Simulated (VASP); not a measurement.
Rh:

```
Rh
1.0
     0.00000    1.90155    1.90155
     1.90155    0.00000    1.90155
     1.90155    1.90155    0.00000
Rh
1
Direct
  0.00000 0.00000 0.00000
```

Base run:

| Property | Result |
| --- | --- |
| Program | VASP 6.6.1 |
| Functional | r2SCAN |
| Potentials or basis | VASP PAW PBE potentials, release 64 (Rh_pv) |
| Cutoff | 520 eV |
| k mesh | 22 × 22 × 22 |
| Occupations | gaussian, width 0.15 eV |
| Spin | no spin polarisation |

Its results: pressure 0.6 GPa.

The run is repeated on the same cell with these changes: functional from r2SCAN to PBEsol; cutoff from 520 eV to 500 eV. What comes out?

Pressure -5.1 GPa.

Caveats: the PAW data sets were made with another functional, which shifts forces and pressure a little.
